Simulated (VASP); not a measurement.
# Ga2Se (Fd-3m) in VASP: notebook

The runs below take Ga2Se through relaxation of cell and atoms, single point, with PBE.

Everything below comes from runs of VASP 6.6.1. Logs are shortened: lines on timing, memory, paths and dates and some standing lists are left out, and cuts for length are marked.

## Step 1: The cell of the first run

The structure is cubic, space group Fd-3m (No. 227). Conventional cell: a = 13.029 Å, b = 13.029 Å, c = 13.029 Å, α = 90.00°, β = 90.00°, γ = 90.00°. Ga (site symmetry -3m) has 2 Se at 2.82 Å within 3.7 Å. Se (site symmetry -43m) has 4 Ga at 2.82 Å within 3.7 Å.

## Step 2: Relaxation of cell and atoms, PBE

File INCAR:

```
SYSTEM = Ga2Se
  PREC = Accurate
  ENCUT = 600
  EDIFF = 1E-6
  ISMEAR = 0
  SIGMA = 0.02
  LREAL = .False.
  LASPH = .True.
  NELM = 80
  ALGO = Normal
  ISIF = 3
  LWAVE = .False.
  LCHARG = .False.
  GGA = PE
  IBRION = 2
  NSW = 100
  EDIFFG = -0.01
```

File KPOINTS:

```
Automatic mesh
0
Gamma
  4 4 4
  0 0 0
```

File POSCAR:

```
Ga2Se
1.0
    0.0000000000      6.5144921885      6.5144921885
    6.5144921885      0.0000000000      6.5144921885
    6.5144921885      6.5144921885      0.0000000000
Ga Se
4 2
Direct
    0.1250000000      0.1250000000      0.1250000000
    0.6250000000      0.1250000000      0.1250000000
    0.1250000000      0.1250000000      0.6250000000
    0.1250000000      0.6250000000      0.1250000000
    0.0000000000      0.0000000000      0.0000000000
    0.2500000000      0.2500000000      0.2500000000
```

Potentials or basis: VASP PAW PBE potentials, release 64 (Ga_d, Se).

The run is started by

```bash
$ cat potpaw_PBE.64/Ga_d/POTCAR potpaw_PBE.64/Se/POTCAR > POTCAR
$ mpirun -np 1 vasp_std > vasp.out
```

OUTCAR:

```text
SYSTEM = Ga2Se
   PREC = Accurate
   ENCUT = 600
   EDIFF = 1E-6
   ISMEAR = 0
   LREAL = .False.
   LASPH = .True.
   NELM = 80
   ISIF = 3
   GGA = PE
   IBRION = 2
   NSW = 100
   EDIFFG = -0.01

 ion  position               nearest neighbor table
   1  0.125  0.125  0.125-   5 2.82   6 2.82
   2  0.625  0.125  0.125-   5 2.82   6 2.82
   3  0.125  0.125  0.625-   5 2.82   6 2.82
   4  0.125  0.625  0.125-   5 2.82   6 2.82
   5  0.000  0.000  0.000-   1 2.82   2 2.82   3 2.82   4 2.82
   6  0.250  0.250  0.250-   1 2.82   2 2.82   3 2.82   4 2.82

  LATTYP: Found a face centered cubic cell.
 ALAT       =    13.0289843770

  Lattice vectors:

 A1 = (   0.0000000000,   6.5144921885,   6.5144921885)
 A2 = (   6.5144921885,   0.0000000000,   6.5144921885)
 A3 = (   6.5144921885,   6.5144921885,   0.0000000000)

Analysis of symmetry for initial positions (statically):
=====================================================================
 Subroutine PRICEL returns:
 Original cell was already a primitive cell.

 Routine SETGRP: Setting up the symmetry group for a
 face centered cubic supercell.

 Subroutine GETGRP returns: Found 48 space group operations
 (whereof 24 operations were pure point group operations)
 out of a pool of 48 trial point group operations.

The static configuration has the point symmetry T_d .
 The point group associated with its full space group is O_h .

Analysis of symmetry for dynamics (positions and initial velocities):
=====================================================================
 Subroutine PRICEL returns:
 Original cell was already a primitive cell.

 Routine SETGRP: Setting up the symmetry group for a
 face centered cubic supercell.

 Subroutine GETGRP returns: Found 48 space group operations
 (whereof 24 operations were pure point group operations)
 out of a pool of 48 trial point group operations.

The dynamic configuration has the point symmetry T_d .
 The point group associated with its full space group is O_h .

 Subroutine INISYM returns: Found 48 space group operations
 (whereof 24 operations are pure point group operations),
 and found     1 'primitive' translations

----------------------------------------------------------------------------------------

                                     Primitive cell

  volume of cell :     552.9320

  direct lattice vectors                    reciprocal lattice vectors
     0.000000000  6.514492189  6.514492189    -0.076751953  0.076751953  0.076751953
     6.514492189  0.000000000  6.514492189     0.076751953 -0.076751953  0.076751953
     6.514492189  6.514492189  0.000000000     0.076751953  0.076751953 -0.076751953

  length of vectors
[... 66 lines left out ...]
   ICHARG =      2    charge: 1-file 2-atom 10-const
   ISPIN  =      1    spin polarized calculation?
   LNONCOLLINEAR =      F non collinear calculations
   LSORBIT =      F    spin-orbit coupling
   LASPH  =      T    aspherical Exc in radial PAW
   ENCUT  =  600.0 eV  44.10 Ry    6.64 a.u.  18.40 18.40 18.40*2*pi/ulx,y,z
   NELM   =     80;   NELMIN=  2; NELMDL= -5     # of ELM steps
   EDIFF  = 0.1E-05   stopping-criterion for ELM
   LREAL  =      F    real-space projection
   EDIFFG = -.1E-01   stopping-criterion for IOM
   NSW    =    100    number of steps for IOM
   IBRION =      2    ionic relax: 0-MD 1-quasi-New 2-CG
   NFREE  =      1    steps in history (QN), initial steepest desc. (CG)
   ISIF   =      3    stress and relaxation
   ISYM   =      2    0-nonsym 1-usesym 2-fastsym
   POTIM  = 0.5000    time-step for ionic-motion
   TEBEG  =    0.0;   TEEND  =   0.0 temperature during run
   PSTRESS=    0.0 pullay stress
   NELECT =      64.0000    total number of electrons
   NUPDOWN=      -1.0000    fix difference up-down
   EMIN   =  10.00;   EMAX   =-10.00  energy-range for DOS
   EFERMI =   0.00;   METHOD = LEGACY
   ISMEAR =     0;   SIGMA  =   0.02  broadening in eV -4-tet -1-fermi 0-gaus
   EFERMI_NEDOS =   21; number of points for ismear=-14 and -15
   IALGO  =     38    algorithm
   IMIX   =      4    mixing-type and parameters
     AMIX     =   0.40;   BMIX     =  1.00
     AMIX_MAG =   1.60;   BMIX_MAG =  1.00
  volume/ion in A,a.u.               =      92.16       621.89
  Fermi-wavevector in a.u.,A,eV,Ry     =   0.797831  1.507682  8.660576  0.636534
  Thomas-Fermi vector in A             =   1.904624
   LORBIT       =      0    0 simple, 1 ext, 2 COOP (PROOUT), +10 PAW based schemes
   GGA     = PE    functional components
   LHFCALC =     F    Hartree Fock is set to
   AEXX    =    0.0000 exact exchange contribution
   IVDW    =     0    specifies the selected vdW correction
   LEPSILON=     F    determine dielectric tensor
   LRPA    =     F    only Hartree local field effects (RPA)
 conjugate gradient relaxation of ions
 non-spin polarized calculation
 Gauss-broadening in eV      SIGMA  =   0.02
  energy-cutoff  :      600.00
  volume of cell :      552.93
 maximum number of plane-waves:     18499
 NGX is ok and might be reduce to    80
   NGX = 37   NGY = 37   NGZ = 37

--------------------------------------- Ionic step        1  -------------------------------------------

 number of electron      63.9999998 magnetization

 Free energy of the ion-electron system (eV)
  ---------------------------------------------------
  ext. energy  EPLUGINS =         0.00000000
  ---------------------------------------------------
  free energy    TOTEN  =       -15.97007684 eV

  energy without entropy =      -15.97007684  energy(sigma->0) =      -15.97007684

------------------------ aborting loop because EDIFF is reached ----------------------------------------

  FORCE on cell =-STRESS in cart. coord.  units (eV):
  Direction    XX          YY          ZZ          XY          YZ          ZX
  --------------------------------------------------------------------------------------
  -------------------------------------------------------------------------------------
  Total        0.1890430      0.1890430      0.1890430      0.0000000      0.0000000     -0.0000000
  in kB        0.5477717      0.5477717      0.5477717      0.0000000      0.0000000     -0.0000000
  external PRESSURE =       0.5477717 kB  Pullay stress =       0.0000000 kB
[... 67 lines left out ...]
--------------------------------------- Ionic step        3  -------------------------------------------

 number of electron      63.9999986 magnetization

 Free energy of the ion-electron system (eV)
  ---------------------------------------------------
  ext. energy  EPLUGINS =         0.00000000
  ---------------------------------------------------
  free energy    TOTEN  =       -15.97072509 eV

  energy without entropy =      -15.97072509  energy(sigma->0) =      -15.97072509

 E-fermi :  -1.6143     XC(G=0):  -4.0369

 val. band max:       -1.7322205524   @ k =   0.0000   0.0000   0.0000
 cond. band min:      -0.7651309128   @ k =   0.0000   0.0000   0.0000
 fundamental gap:      0.9670896397
 Fermi energy:        -1.6143256562

 k-point     1 :       0.0000    0.0000    0.0000
  band No.  band energies     occupation
      1     -16.7158      2.00000
      2     -16.7158      2.00000
      3     -16.7158      2.00000
      4     -16.7155      2.00000
      5     -16.7155      2.00000
      6     -16.7148      2.00000
[... 350 lines left out ...]
  FREE ENERGIE OF THE ION-ELECTRON SYSTEM (eV)
  ---------------------------------------------------
  free  energy   TOTEN  =       -15.9707250868 eV

  energy  without entropy=      -15.9707250868  energy(sigma->0) =      -15.97072509

 reached required accuracy - stopping structural energy minimisation
```

OSZICAR:

```text
N       E                     dE             d eps       ncg     rms          rms(c)
DAV:   1     0.396369182370E+03    0.39637E+03   -0.29001E+04   632   0.169E+03
DAV:   2     0.407442798718E+02   -0.35562E+03   -0.34775E+03   684   0.348E+02
DAV:   3    -0.136712611193E+02   -0.54416E+02   -0.51447E+02   824   0.119E+02
[... 28 lines left out ...]
DAV:   3    -0.159719250894E+02    0.88455E-02   -0.18834E-02   776   0.126E+00    0.130E-01
DAV:   4    -0.159707704963E+02    0.11546E-02   -0.17146E-03   674   0.383E-01    0.353E-02
DAV:   5    -0.159707372606E+02    0.33236E-04   -0.11827E-04   758   0.687E-02    0.117E-02
DAV:   6    -0.159707260773E+02    0.11183E-04   -0.29465E-05   768   0.581E-02    0.540E-03
DAV:   7    -0.159707250868E+02    0.99051E-06   -0.75792E-06   550   0.149E-02
   3 F= -.15970725E+02 E0= -.15970725E+02  d E =-.648250E-03
```

CONTCAR:

```text
Ga2Se
   1.00000000000000
    -0.0000000000000000    6.5433819780846454    6.5433819780846454
     6.5433819780846454    0.0000000000000000    6.5433819780846454
     6.5433819780846454    6.5433819780846454    0.0000000000000000
  Ga              Se
     4     2
Direct
     0.1250000000000000    0.1250000000000000    0.1250000000000000
     0.6250000000000000    0.1250000000000000    0.1250000000000000
     0.1250000000000000    0.1250000000000000    0.6250000000000000
     0.1250000000000000    0.6250000000000000    0.1250000000000000
     0.0000000000000000    0.0000000000000000    0.0000000000000000
     0.2500000000000000    0.2500000000000000    0.2500000000000000

  0.00000000E+00  0.00000000E+00  0.00000000E+00
  0.00000000E+00  0.00000000E+00  0.00000000E+00
  0.00000000E+00  0.00000000E+00  0.00000000E+00
  0.00000000E+00  0.00000000E+00  0.00000000E+00
  0.00000000E+00  0.00000000E+00  0.00000000E+00
  0.00000000E+00  0.00000000E+00  0.00000000E+00
```

It took 8.6 min on 1 thread of Intel Xeon 6975P-C (Granite Rapids), shared host; peak memory 1.1 GiB.

What came out:

```yaml
Free_energy: -15.9707 eV
Relaxed_volume: 93.39 Å³/atom
Relaxed_cell: a = 9.254 Å, b = 9.254 Å, c = 9.254 Å, α = 60.00°, β = 60.00°, γ = 60.00°
Space_group_after_relaxing_to_0.1_Å: Fd-3m (No. 227)
Energy_gained_by_relaxing: 0.1 meV/atom
Ionic_steps: 3
Pressure_after_relaxing: 0.0 GPa
Band_gap_on_the_k_mesh: 0.97 eV
```

Step by step:
| step | energy change (eV) | largest force (eV/Å) | pressure (GPa) | volume (Å³) |
| --- | --- | --- | --- | --- |
| 1 | 0.0000 | 0.0000 | 0.05 | 552.93 |
| 2 | -0.0006 | 0.0000 | 0.04 | 555.46 |
| 3 | -0.0006 | 0.0000 | -0.01 | 560.32 |

Final structure:
```
Ga Se
1.0
     0.00000    6.54338    6.54338
     6.54338    0.00000    6.54338
     6.54338    6.54338    0.00000
Ga Se
4 2
Direct
  0.12500 0.12500 0.12500
  0.62500 0.12500 0.12500
  0.12500 0.12500 0.62500
  0.12500 0.62500 0.12500
  0.00000 0.00000 0.00000
  0.25000 0.25000 0.25000
```

## Step 3: Single point, PBE

This run uses another cell than the first one, of 27.52 Å³/atom.

File INCAR:

```
SYSTEM = Ga2Se
PREC     = Accurate       ! precision mode
ENCUT    = 520            ! plane-wave cutoff, eV
EDIFF    = 1E-6           ! SCF threshold, eV
ISMEAR   = 0              ! smearing method
SIGMA    = 0.1            ! smearing width, eV
LREAL    = .FALSE.        ! projectors in reciprocal space
LASPH    = .TRUE.         ! aspherical terms in the spheres
NELM     = 80             ! most SCF steps
ALGO     = Normal         ! electronic algorithm
ISIF     = 2              ! what is computed and relaxed
LWAVE    = .FALSE.        ! write WAVECAR
LCHARG   = .TRUE.         ! write CHGCAR
GGA      = PE             ! functional
LELF     = .TRUE.         ! ELF
LVHAR    = .TRUE.       
NBANDS   = 41             ! bands
```

File KPOINTS:

```
Automatic mesh
0
G
  4 4 4
  0 0 0
```

File POSCAR:

```
Ga2Se
1.0
    0.0000000000      4.3542328694      4.3542328694
    4.3542328694      0.0000000000      4.3542328694
    4.3542328694      4.3542328694      0.0000000000
Ga Se
4 2
Direct
    0.6250000000      0.6250000000      0.6250000000
    0.1250000000      0.6250000000      0.6250000000
    0.6250000000      0.6250000000      0.1250000000
    0.6250000000      0.1250000000      0.6250000000
    0.5000000000      0.5000000000      0.5000000000
    0.7500000000      0.7500000000      0.7500000000
```

Potentials or basis: VASP PAW PBE potentials, release 64 (Ga_d, Se).

The run is started by

```bash
$ cat potpaw_PBE.64/Ga_d/POTCAR potpaw_PBE.64/Se/POTCAR > POTCAR
$ mpirun -np 1 vasp_std > vasp.out
```

Wall time 32 s (1 thread of Intel Xeon 6975P-C (Granite Rapids), shared host); peak memory 0.32 GiB.

The run converged. Its results:

* Free energy: 11.6159 eV
* Pressure: 68.0 GPa
* Band gap on the k mesh: zero (bands 32 and 33 overlap by 1.05 eV)

Levels at points of the mesh, in eV from the Fermi level:
```
           k point  band 28  band 29  band 30  band 31  band 32  band 33  band 34  band 35  band 36  band 37
(0.00, 0.00, 0.00)    -8.69    -1.68    -1.48    -1.48     0.99     0.99     0.99     2.05     2.05     2.05
(0.50, 0.00, 0.00)    -8.16    -0.98    -0.98    -0.86    -0.24    -0.06    -0.06     1.88     2.55     2.55
(0.50, 0.50, 0.00)    -7.69    -1.40    -1.40    -0.20    -0.20     0.47     0.47     1.30     1.30     3.38
```

Caveat: the cell stands under pressure.

[end of part 1 of 2]
